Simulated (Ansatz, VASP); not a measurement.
**Ta3TeH2 in VASP and in Ansatz**

```
Ta Te H
1.0
     3.27263    0.00000    0.00000
    -1.63631    2.83418    0.00000
     0.00000    0.00000    8.88291
Ta Te H
3 1 2
Cartesian
  1.6363 0.9447 6.6731
  0.0000 0.0000 0.0000
  0.0000 1.8895 2.2098
  0.0000 0.0000 4.4415
  0.0000 1.8895 7.6301
  1.6363 0.9447 1.2528
```

Alike in both runs: task relaxation of cell and atoms; functional PBE; k mesh 12 × 12 × 4; occupations gaussian, width 0.1 eV; no spin polarisation.

|  | VASP | Ansatz |
| --- | --- | --- |
| version | VASP 6.6.1 | Ansatz 0.2.0 |
| potentials or method | VASP PAW PBE potentials, release 64 (Ta_pv, Te, H), cutoff 600 eV | scalar-relativistic, plane waves, PAW |
| valence electrons in the cell | 41 | 57 |

```tsv
	VASP	Ansatz	Ansatz less VASP
gap on the k mesh at the Fermi level, each at its own relaxed structure (eV)	none	none	-
relaxed volume (Å³/atom)	13.74	13.73	-0.009
relaxed cell length with the largest relative difference (Å)	3.280	3.279	-0.0009
```

A gap of «none» marks a metal or a gap that the smearing closes. VASP's potentials hold 41 valence electrons a cell and Ansatz's 57, so a difference there can come from the potentials and not from the codes.

Spin-orbit coupling is off throughout.
